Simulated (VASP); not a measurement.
Here is a VASP 6.6.1 calculation.

Contents of INCAR:

```
SYSTEM = TiSi
  ALGO = Normal
  EDIFF = 1E-6
  ENCUT = 500
  GGA = CA
  GGA_COMPAT = .False.
  ISIF = 2
  ISMEAR = 1
  LASPH = .True.
  LCHARG = .False.
  LREAL = .False.
  LWAVE = .False.
  NBANDS = 15
  NELM = 120
  PREC = Accurate
  SIGMA = 0.1
```

The input KPOINTS:

```
k-points
0
Gamma
  5 5 4
  0 0 0
```

POSCAR

```
TiSi
1.0
    1.8161780000     -2.1176240000      0.0000000000
    1.8161780000      2.1176240000      0.0000000000
    0.0000000000      0.0000000000      3.8039340000
Ti Si
1 1
Direct
    0.5000000000      0.5000000000      0.0000000000
    0.0000000000      0.0000000000      0.5000000000
```

Potentials or basis: VASP PAW LDA potentials, release 64 (Ti_sv, Si).

Run with:

```console
$ cat potpaw_LDA.64/Ti_sv/POTCAR potpaw_LDA.64/Si/POTCAR > POTCAR
$ mpirun -np 1 vasp_std > vasp.out
```

Question: Predict the band gap on the k mesh.

Answer: Zero (band 8 reaches 10.50 eV, above the bottom of band 9 at 9.34 eV).

Question: Estimate the pressure.

Answer: -7.9 GPa.

Stress tensor (GPa, compression positive):
```
 -5.14   0.00   0.00
  0.00  -8.38   0.00
  0.00   0.00 -10.12
```

Caveat: the k points lie up to 0.46 Å⁻¹ apart.
